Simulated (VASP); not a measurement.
Wanted: the native input for a VASP 6.6.1 run.

| Quantity | Value |
| --- | --- |
| Task | single point |
| Functional | PBE |
| Potentials or basis | VASP PAW PBE potentials, release 64 (As, Se) |
| Cutoff | 520 eV |
| k mesh | 6 × 6 × 6 |
| Occupations | gaussian, width 0.1 eV |
| Spin | no spin polarisation |
| Dipole correction | no |
| Further INCAR settings | ALGO = Normal; EDIFF = 1e-07; NBANDS = 15 |

The structure of As2Se lies in POSCAR:

```
As2Se
1.0
    1.8673867822      1.0781362614      5.3671078128
   -1.8673867822      1.0781362614      5.3671078128
    0.0000000000     -2.1562725227      5.3671078128
As Se
2 1
Direct
    0.2171755760      0.2171755760      0.2171755760
    0.7828244240      0.7828244240      0.7828244240
    0.0000000000      0.0000000000      0.0000000000
```

These files were run (other wordings do the same):

INCAR

```
PREC = Accurate
ENCUT = 520
EDIFF = 1E-7
ISMEAR = 0
SIGMA = 0.1
LREAL = False
LASPH = True
NELM = 80
ALGO = Normal
ISIF = 2
LWAVE = False
LCHARG = False
GGA = PE
NBANDS = 15
```

KPOINTS

```
regular mesh
0
Gamma
  6 6 6
```

Potentials or basis: VASP PAW PBE potentials, release 64 (As, Se).

Command:

```bash
$ cat potpaw_PBE.64/As/POTCAR potpaw_PBE.64/Se/POTCAR > POTCAR
$ mpirun -np 1 vasp_std > vasp.out
```

It gave:

| Item | Value |
| --- | --- |
| Pressure | 0.1 GPa |
| Largest force | 0.011 eV/Å |
| Band gap on the k mesh | zero (band 8 reaches 6.55 eV, above the bottom of band 9 at 4.24 eV) |

It used 75 s of CPU time on 1 thread of Intel Xeon 6975P-C, on a shared host.
